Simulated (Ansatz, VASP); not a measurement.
## One calculation of PIr2, two programs

The input INCAR:

```
SYSTEM = PIr2
ALGO     = Normal         ! electronic algorithm
EDIFF    = 1E-6           ! SCF threshold, eV
ENCUT    = 520            ! plane-wave cutoff, eV
ISIF     = 2              ! what is computed and relaxed
ISMEAR   = -1             ! smearing method
LASPH    = .TRUE.         ! aspherical terms in the spheres
LCHARG   = .FALSE.        ! write CHGCAR
LREAL    = .FALSE.        ! projectors in reciprocal space
LWAVE    = .FALSE.        ! write WAVECAR
NBANDS   = 18             ! bands
NELM     = 60             ! most SCF steps
PREC     = Accurate       ! precision mode
SIGMA    = 0.15           ! smearing width, eV
```

Contents of KPOINTS:

```
k-points
0
G
  14 14 14
  0 0 0
```

POSCAR

```
PIr2
1.0
    0.0000000000      2.7714625648      2.7714625648
    2.7714625648      0.0000000000      2.7714625648
    2.7714625648      2.7714625648      0.0000000000
P Ir
1 2
Direct
    0.0000000000      0.0000000000      0.0000000000
    0.2500000000      0.2500000000      0.2500000000
    0.7500000000      0.7500000000      0.7500000000
```

Input for Ansatz:

```yaml
crystal:
  lattice:
    - [0.0, 2.7714625648, 2.7714625648]
    - [2.7714625648, 0.0, 2.7714625648]
    - [2.7714625648, 2.7714625648, 0.0]
  atoms:
    - { symbol: P, position: [0.0, 0.0, 0.0] }
    - { symbol: Ir, position: [0.25, 0.25, 0.25] }
    - { symbol: Ir, position: [0.75, 0.75, 0.75] }
basis:
  ecutwfc: 420
kpoints:
  mp_grid: { grid: [14, 14, 14] }
hamiltonian:
  xc: lda
scf:
  occupations: { method: fermi_dirac, width: 0.15 }
output:
  forces: true
  stress: true
  eigenvalues: true
```

Alike in both runs: task single point; functional LDA; k mesh 14 × 14 × 14; occupations fermi-dirac, width 0.15 eV; no spin polarisation.

|  | VASP | Ansatz |
| --- | --- | --- |
| version | VASP 6.6.1 | Ansatz 0.2.0 |
| potentials or method | VASP PAW LDA potentials, release 64 (P, Ir), cutoff 520 eV | scalar-relativistic, plane waves, PAW |
| valence electrons in the cell | 23 | 39 |

Ansatz gave:

| Item | Value |
| --- | --- |
| gap on the k mesh at the Fermi level (eV) | none |
| pressure (GPa) | -6.0 |

**Question.** What did VASP give for the same quantities?

**Answer.** gap on the k mesh at the Fermi level (eV): none; pressure (GPa): -4.1.

LDA's correlation is that of Perdew and Zunger in VASP and of Perdew and Wang (1992) in Ansatz. A gap of «none» marks a metal or a gap that the smearing closes. VASP's potentials hold 23 valence electrons a cell and Ansatz's 39, so a difference there can come from the potentials and not from the codes.

Neither program's run includes spin-orbit coupling.
